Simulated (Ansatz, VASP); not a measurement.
One calculation of Ga2O3, two programs

```
CELL_PARAMETERS angstrom
6.10700 -1.51855 0.00000
6.10700 1.51855 0.00000
-1.38599 0.00000 5.63001
ATOMIC_POSITIONS crystal
Ga 0.09050 0.09050 0.79460
Ga 0.90950 0.90950 0.20540
Ga 0.65866 0.65866 0.31402
Ga 0.34134 0.34134 0.68598
O 0.16450 0.16450 0.10980
O 0.83550 0.83550 0.89020
O 0.17330 0.17330 0.56320
O 0.82670 0.82670 0.43680
O 0.49590 0.49590 0.25660
O 0.50410 0.50410 0.74340
```

Alike in both runs: task single point; functional LDA; k mesh 6 × 6 × 4; occupations gaussian, width 0.1 eV; no spin polarisation.

|  | VASP | Ansatz |
| --- | --- | --- |
| version | VASP 6.6.1 | Ansatz 0.2.0 |
| potentials or method | VASP PAW LDA potentials, release 64 (Ga_d, O), cutoff 520 eV | scalar-relativistic, plane waves, PAW |
| valence electrons in the cell | 88 | 88 |

```tsv
	VASP	Ansatz	Ansatz less VASP
gap on the k mesh at the Fermi level (eV)	2.34	2.34	-0.003
least direct gap on the mesh (eV)	2.36	2.35	-0.004
pressure (GPa)	-2.4	-4.1	-1.74
traceless stress, the component that is largest in VASP (GPa)	-0.41	-0.38	+0.036
rms of the force components (eV/Å)	0.041	0.032	-0.0088
```

Ansatz warns that its potentials were made for another functional, while VASP's fit it. LDA's correlation is that of Perdew and Zunger in VASP and of Perdew and Wang (1992) in Ansatz. Atom by atom the forces differ by 0.030 eV/Å (rms over components).
